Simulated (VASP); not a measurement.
# SnO2 (P4_2/mnm) in VASP: notebook, part 2 of 2

VASP 6.6.1. The steps go on from the part before.

## 4. Single point, PBE (strain +0.000 along x and y, +0.080 along z)

The input, INCAR:

```
SYSTEM = SnO2
PREC = Accurate
ENCUT = 520
EDIFF = 1E-6
ISMEAR = 0
SIGMA = 0.05
LREAL = .FALSE.
LASPH = .TRUE.
NELM = 80
ALGO = Normal
ISIF = 2
LWAVE = .FALSE.
LCHARG = .FALSE.
GGA = PE
NBANDS = 35
```

The input, KPOINTS:

```
Automatic mesh
0
G
  6 6 8
  0 0 0
```

The input, POSCAR:

```
SnO2
1.0
    4.8277049961      0.0000000000      0.0000000000
    0.0000000000      4.8277049961      0.0000000000
    0.0000000000      0.0000000000      3.4970302158
Sn O
2 4
Direct
    0.0000000000      0.0000000000      0.0000000000
    0.5000000000      0.5000000000      0.5000000000
    0.3066050863      0.3066050863      0.0000000000
    0.1933949137      0.8066050863      0.5000000000
    0.6933949137      0.6933949137      0.0000000000
    0.8066050863      0.1933949137      0.5000000000
```

On the command line:

```bash
$ cat potpaw_PBE.64/Sn_d/POTCAR potpaw_PBE.64/O/POTCAR > POTCAR
$ mpirun -np 1 vasp_std > vasp.out
```

Run time: 2 min. Hardware: 1 thread of Intel Xeon Platinum 8259CL at 2.50GHz (Skylake/Cascade Lake), shared host; peak memory 0.24 GiB.

It converged, with:

```
Free energy            : -36.8763 eV
Pressure               : -12.4 GPa
Largest force          : 0.149 eV/Å
Band gap on the k mesh : 0.11 eV (least direct gap 0.36 eV)
```

Forces on the atoms (eV/Å):
```
Sn   0.000  0.000  0.000
Sn   0.000  0.000  0.000
O    0.105  0.105  0.000
O   -0.105  0.105  0.000
O   -0.105 -0.105  0.000
O    0.105 -0.105  0.000
```

Stress tensor (GPa, compression positive):
```
 -7.79   0.00   0.00
  0.00  -7.79   0.00
  0.00   0.00 -21.53
```

Levels at points of the mesh, in eV from the valence-band top:
| k point | band 23 | band 24 | band 25 | band 26 | band 27 | band 28 | band 29 | band 30 |
| --- | --- | --- | --- | --- | --- | --- | --- | --- |
| (0.00, 0.00, 0.00) | -1.26 | -0.48 | -0.48 | -0.25 | 0.11 | 4.58 | 5.33 | 5.33 |
| (0.50, 0.00, 0.00) | -1.17 | -1.17 | -0.39 | -0.39 | 3.23 | 3.23 | 6.03 | 6.03 |
| (0.50, 0.50, 0.00) | -1.34 | -1.34 | -0.51 | -0.51 | 3.42 | 3.42 | 6.44 | 6.44 |
| (0.00, 0.00, 0.50) | -1.25 | -1.25 | -0.91 | -0.91 | 4.75 | 4.75 | 8.97 | 8.97 |
| (0.50, 0.00, 0.50) | -0.71 | -0.71 | -0.53 | -0.53 | 5.08 | 5.08 | 7.39 | 7.39 |
| (0.50, 0.50, 0.50) | -0.64 | -0.64 | -0.47 | -0.47 | 3.71 | 3.71 | 8.40 | 8.40 |

Caveat: the cell differs from its parent crystal (strain +0.000 along x and y, +0.080 along z); the stress differs along the axes, from -22 to -8 GPa; semilocal functionals underestimate gaps, and a narrow one can read as zero; spin-orbit coupling is left out, which moves the levels of the heavy elements. A k mesh can miss the band edges.

## 5. Single point, PBE (strain +0.040 along x and y, +0.000 along z)

The input, INCAR:

```
PREC     = Accurate       # precision mode
ENCUT    = 520            # plane-wave cutoff, eV
EDIFF    = 1E-6           # SCF threshold, eV
ISMEAR   = 0              # smearing method
SIGMA    = 0.05           # smearing width, eV
LREAL    = False          # projectors in reciprocal space
LASPH    = True           # aspherical terms in the spheres
NELM     = 60             # most SCF steps
ALGO     = Normal         # electronic algorithm
ISIF     = 2              # what is computed and relaxed
LWAVE    = False          # write WAVECAR
LCHARG   = False          # write CHGCAR
GGA      = PE             # functional
NBANDS   = 35             # bands
```

The input, KPOINTS:

```
regular mesh
0
Gamma
  6 6 8
```

Changes to POSCAR since step 4:

```diff
@@ -2,5 +2,5 @@
 1.0
-    4.8277049961      0.0000000000      0.0000000000
-    0.0000000000      4.8277049961      0.0000000000
-    0.0000000000      0.0000000000      3.4970302158
+    5.0208131959      0.0000000000      0.0000000000
+    0.0000000000      5.0208131959      0.0000000000
+    0.0000000000      0.0000000000      3.2379909406
 Sn O
```

On the command line:

```bash
$ cat potpaw_PBE.64/Sn_d/POTCAR potpaw_PBE.64/O/POTCAR > POTCAR
$ mpirun -np 1 vasp_std > vasp.out
```

Run time: 1.7 min. Hardware: 1 thread of Intel Xeon Platinum 8259CL at 2.50GHz (Skylake/Cascade Lake), shared host; peak memory 0.25 GiB.

Results (log left out):

```yaml
Free_energy: -37.0990 eV
Pressure: -9.9 GPa
Largest_force: 0.275 eV/Å
Band_gap_on_the_k_mesh: 0.06 eV
```

Forces in eV/Å, atoms in the order of the input:
```
Sn   0.000  0.000  0.000
Sn   0.000  0.000  0.000
O    0.194  0.194  0.000
O   -0.194  0.194  0.000
O   -0.194 -0.194  0.000
O    0.194 -0.194  0.000
```

Stress tensor (GPa, compression positive):
```
-10.97   0.00   0.00
  0.00 -10.97   0.00
  0.00   0.00  -7.88
```

Levels at points of the mesh, in eV from the valence-band top:
```csv
k point,band 23,band 24,band 25,band 26,band 27,band 28,band 29,band 30
"(0.00, 0.00, 0.00)",-1.19,-0.72,-0.72,0.00,0.06,5.26,5.87,5.87
"(0.50, 0.00, 0.00)",-1.14,-1.14,-0.59,-0.59,3.16,3.16,6.65,6.65
"(0.50, 0.50, 0.00)",-1.24,-1.24,-0.84,-0.84,3.60,3.60,6.80,6.80
"(0.00, 0.00, 0.50)",-1.32,-1.32,-1.08,-1.08,4.78,4.78,8.65,8.65
"(0.50, 0.00, 0.50)",-0.92,-0.92,-0.84,-0.84,4.99,4.99,6.79,6.79
"(0.50, 0.50, 0.50)",-0.87,-0.87,-0.74,-0.74,3.63,3.63,8.13,8.13
```

Caveat: the cell differs from its parent crystal (strain +0.040 along x and y, +0.000 along z); the cell stands under tension; semilocal functionals underestimate gaps, and a narrow one can read as zero; spin-orbit coupling is left out, which moves the levels of the heavy elements.

## 6. Single point, PBE (strain +0.080 along x and y, -0.040 along z)

The input, INCAR:

```
SYSTEM = SnO2
PREC = Accurate
ENCUT = 520
EDIFF = 1E-6
ISMEAR = 0
SIGMA = 0.05
LREAL = .False.
LASPH = .True.
NELM = 100
ALGO = Normal
ISIF = 2
LWAVE = .False.
LCHARG = .False.
GGA = PE
NBANDS = 35
```

The input, KPOINTS:

```
regular mesh
0
Gamma
  6 6 8
  0 0 0
```

Changes to POSCAR since step 5:

```diff
@@ -2,5 +2,5 @@
 1.0
-    5.0208131959      0.0000000000      0.0000000000
-    0.0000000000      5.0208131959      0.0000000000
-    0.0000000000      0.0000000000      3.2379909406
+    5.2139213958      0.0000000000      0.0000000000
+    0.0000000000      5.2139213958      0.0000000000
+    0.0000000000      0.0000000000      3.1084713030
 Sn O
```

Potentials or basis: VASP PAW PBE potentials, release 64 (Sn_d, O).

On the command line:

```bash
$ cat potpaw_PBE.64/Sn_d/POTCAR potpaw_PBE.64/O/POTCAR > POTCAR
$ mpirun -np 1 vasp_std > vasp.out
```

It took 2.1 min on 1 thread of Intel Xeon Platinum 8259CL at 2.50GHz (Skylake/Cascade Lake), shared host; peak memory 0.25 GiB.

It converged, with:

* Free energy: -36.6690 eV
* Pressure: -10.6 GPa
* Largest force: 0.598 eV/Å
* Band gap on the k mesh: 0.17 eV

Forces in eV/Å, atoms in the order of the input:
```
Sn   0.000  0.000  0.000
Sn   0.000  0.000  0.000
O    0.423  0.423  0.000
O   -0.423  0.423  0.000
O   -0.423 -0.423  0.000
O    0.423 -0.423  0.000
```

Stress tensor (GPa, compression positive):
```
-15.64   0.00   0.00
  0.00 -15.64   0.00
  0.00   0.00  -0.49
```

Levels at points of the mesh, in eV from the valence-band top:
```tsv
k point	band 24	band 25	band 26	band 27	band 28	band 29
(0.00, 0.00, 0.00)	-0.77	-0.77	0.00	0.17	5.45	6.09
(0.50, 0.00, 0.00)	-0.93	-0.64	-0.64	2.94	2.94	7.08
(0.50, 0.50, 0.00)	-0.99	-0.88	-0.88	3.51	3.51	6.97
(0.00, 0.00, 0.50)	-1.17	-0.99	-0.99	4.51	4.51	8.03
(0.50, 0.00, 0.50)	-0.88	-0.86	-0.86	4.67	4.67	6.16
(0.50, 0.50, 0.50)	-0.84	-0.72	-0.72	3.36	3.36	7.85
```

Caveat: the cell differs from its parent crystal (strain +0.080 along x and y, -0.040 along z); the stress differs along the axes, from -16 to -0 GPa; semilocal functionals underestimate gaps, and a narrow one can read as zero; spin-orbit coupling is left out, which moves the levels of the heavy elements.

## 7. Overview

```csv
cell,gap on the mesh (eV),pressure (GPa),largest force (eV/Å)
"a = 4.828, b = 4.828, c = 3.368 Å, 6 atoms",0.12,-7.0,0.13
"a = 5.214, b = 5.214, c = 2.979 Å, 6 atoms",0.68,-2.5,0.33
"a = 4.828, b = 4.828, c = 3.497 Å, 6 atoms",0.11,-12.4,0.15
"a = 5.021, b = 5.021, c = 3.238 Å, 6 atoms",0.06,-9.9,0.27
"a = 5.214, b = 5.214, c = 3.108 Å, 6 atoms",0.17,-10.6,0.60
```

Alike in all rows: task single point; level PBE; potentials or basis VASP PAW PBE potentials, release 64 (Sn_d, O); no spin polarisation; k mesh 6 × 6 × 8; cutoff (eV) 520; smearing gaussian 0.05 eV.

Caveats: semilocal functionals underestimate gaps, and a narrow one can read as zero; spin-orbit coupling is left out, which moves the levels of the heavy elements; the stress differs along the axes, from -12 to -4 GPa (at least some runs); the stress differs along the axes, from -12 to 17 GPa (at least some runs); the stress differs along the axes, from -22 to -8 GPa (at least some runs); the cell stands under tension (at least some runs); the stress differs along the axes, from -16 to -0 GPa (at least some runs).

Total energies depend on the potentials used, so only differences within one code and one set of settings carry meaning.
